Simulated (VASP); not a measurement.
Runs of VASP 6.6.1 on Si2W. The structure is that of space group I4/mmm (No. 139), or close to it. The cells are those of the table. 

```tsv
task	cell	cutoff (eV)	gap on the mesh (eV)	pressure (GPa)	largest force (eV/Å)
electric field gradients	a = 4.559, b = 4.559, c = 4.592 Å, angles 138.9, 138.9, 60.4°, 3 atoms	520	none	-6.2	0.30
single point	a = 4.578 Å, angles 138.6, 138.6, 59.9°, 3 atoms	500	none	(b)	0.35
electric field gradients	a = 4.616 Å, angles 139.3, 139.3, 58.9°, 3 atoms	520	none	(a)	0.36
electric field gradients	a = 4.532, b = 4.532, c = 4.481 Å, angles 138.2, 138.2, 59.2°, 3 atoms	520	none	-5.8	0.30
electric field gradients	a = 4.533 Å, angles 138.6, 138.6, 59.9°, 3 atoms	400	none	-4.4	0.30
single point	a = 4.455 Å, angles 138.6, 138.6, 59.9°, 3 atoms	520	none	8.6	0.18
```

Alike in all rows: level LDA; potentials or basis VASP PAW LDA potentials, release 64 (Si, W_sv); no spin polarisation; k mesh 11 × 11 × 14; smearing fermi-dirac 0.05 eV.

Problem. Estimate the missing entries.

Solution. (a) -10.8; (b) -10.6.

Caveats: spin-orbit coupling is left out, which moves the levels of the heavy elements; the cell stands under tension (at least some runs); the stress differs along the axes, from -18 to -7 GPa (at least some runs); the cell stands under pressure (at least some runs).

A k mesh can miss the band edges, and the runs leave out spin-orbit coupling on W.

A gap of «none» marks levels without a gap at the run's occupations.
